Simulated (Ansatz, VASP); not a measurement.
Lu3Bi in VASP and in Ansatz

The input INCAR:

```
ALGO     = Normal         # electronic algorithm
EDIFF    = 1E-6           # SCF threshold, eV
ENCUT    = 520            # plane-wave cutoff, eV
GGA      = PE             # functional
ISIF     = 2              # what is computed and relaxed
ISMEAR   = 0              # smearing method
LASPH    = T              # aspherical terms in the spheres
LCHARG   = T              # write CHGCAR
LELF     = T              # ELF
LREAL    = F              # projectors in reciprocal space
LVHAR    = T            
LWAVE    = F              # write WAVECAR
NBANDS   = 53             # bands
NELM     = 80             # most SCF steps
PREC     = Accurate       # precision mode
SIGMA    = 0.1            # smearing width, eV
```

KPOINTS

```
k-points
0
Gamma
  4 4 4
```

File POSCAR:

```
Lu3Bi
1.0
    0.0000000000      4.0028773200      4.0028773200
    4.0028773200      0.0000000000      4.0028773200
    4.0028773200      4.0028773200      0.0000000000
Lu Bi
3 1
Direct
    0.2500000000      0.2500000000      0.2500000000
    0.7500000000      0.7500000000      0.7500000000
    0.5000000000      0.5000000000      0.5000000000
    0.0000000000      0.0000000000      0.0000000000
```

Input for Ansatz:

```yaml
crystal:
  lattice:
    - [0.0, 4.00287732, 4.00287732]
    - [4.00287732, 0.0, 4.00287732]
    - [4.00287732, 4.00287732, 0.0]
  atoms:
    - { symbol: Lu, position: [0.25, 0.25, 0.25] }
    - { symbol: Lu, position: [0.75, 0.75, 0.75] }
    - { symbol: Lu, position: [0.5, 0.5, 0.5] }
    - { symbol: Bi, position: [0.0, 0.0, 0.0] }
basis:
  ecutwfc: 420
kpoints:
  mp_grid: { grid: [4, 4, 4] }
hamiltonian:
  xc: pbe
scf:
  occupations: { method: gaussian, width: 0.1 }
  lower_state_search: "off"
output:
  forces: true
  stress: true
  eigenvalues: true
```

Change from the starting cell: species swapped into the Na3Tl type (Fm-3m, No. 225).

Alike in both runs: task single point; functional PBE; k mesh 4 × 4 × 4; occupations gaussian, width 0.1 eV; no spin polarisation.

|  | VASP | Ansatz |
| --- | --- | --- |
| version | VASP 6.6.1 | Ansatz 0.2.0 |
| potentials or method | VASP PAW PBE potentials, release 64 (Lu, Bi_d), cutoff 520 eV | scalar-relativistic, plane waves, PAW |
| valence electrons in the cell | 90 | 90 |

```tsv
	VASP	Ansatz	Ansatz less VASP
gap on the k mesh at the Fermi level (eV)	none	none	-
pressure (GPa)	-4.6	-4.6	0.00
```

A gap of «none» marks a metal or a gap that the smearing closes.

Spin-orbit coupling is off throughout.
